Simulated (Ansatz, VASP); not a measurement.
# One calculation of Pt3Pb, two programs

The input INCAR:

```
SYSTEM = Pt3Pb
  PREC = Accurate
  ENCUT = 520
  EDIFF = 1E-8
  ISMEAR = -1
  SIGMA = 0.03
  LREAL = .FALSE.
  LASPH = .TRUE.
  NELM = 60
  ALGO = Normal
  ISIF = 2
  LWAVE = .FALSE.
  LCHARG = .FALSE.
  LEFG = .TRUE.
  NBANDS = 30
```

The input KPOINTS:

```
regular mesh
0
G
  9 9 9
  0 0 0
```

The input POSCAR:

```
Pt3Pb
1.0
    4.0985800000      0.0000000000      0.0000000000
    0.0000000000      4.0985800000      0.0000000000
    0.0000000000      0.0000000000      4.0580000000
Pt Pb
3 1
Direct
    0.0000000000      0.5000000000      0.5000000000
    0.5000000000      0.0000000000      0.5000000000
    0.5000000000      0.5000000000      0.0000000000
    0.0000000000      0.0000000000      0.0000000000
```

Input for Ansatz:

```yaml
crystal:
  lattice:
    - [4.09858, 0.0, 0.0]
    - [0.0, 4.09858, 0.0]
    - [0.0, 0.0, 4.058]
  atoms:
    - { symbol: Pt, position: [0.0, 0.5, 0.5] }
    - { symbol: Pt, position: [0.5, 0.0, 0.5] }
    - { symbol: Pt, position: [0.5, 0.5, 0.0] }
    - { symbol: Pb, position: [0.0, 0.0, 0.0] }
kpoints:
  mp_grid: { grid: [9, 9, 9] }
scf:
  occupations: { method: fermi_dirac, width: 0.03 }
hamiltonian:
  xc: lda
  pseudopotentials: { kind: all_electron, datasets: crystal }
output:
  forces: true
  stress: true
  eigenvalues: true
  efg: { contact_densities: true }
```

Change from the starting cell: equal xx and yy strain of +1 %, crystal datasets.

Alike in both runs: task electric field gradients; functional LDA; k mesh 9 × 9 × 9; occupations fermi-dirac, width 0.03 eV; no spin polarisation.

|  | VASP | Ansatz |
| --- | --- | --- |
| version | VASP 6.6.1 | Ansatz 0.2.0 |
| potentials or method | VASP PAW LDA potentials, release 64 (Pt, Pb_d), cutoff 520 eV | all-electron PAW with datasets made for the crystal, scalar-relativistic |

```csv
,VASP,Ansatz,Ansatz less VASP
pressure (GPa),-6.2,-6.7,-0.54
"traceless stress, the component that is largest in VASP (GPa)",0.51,0.50,-0.012
size of Vzz on the site where it differs most (V/Å²),141.3,152.8,+11.47
```

LDA's correlation is that of Perdew and Zunger in VASP and of Perdew and Wang (1992) in Ansatz. Ansatz ran all-electron here, and VASP with PAW potentials.

Neither program's run includes spin-orbit coupling.
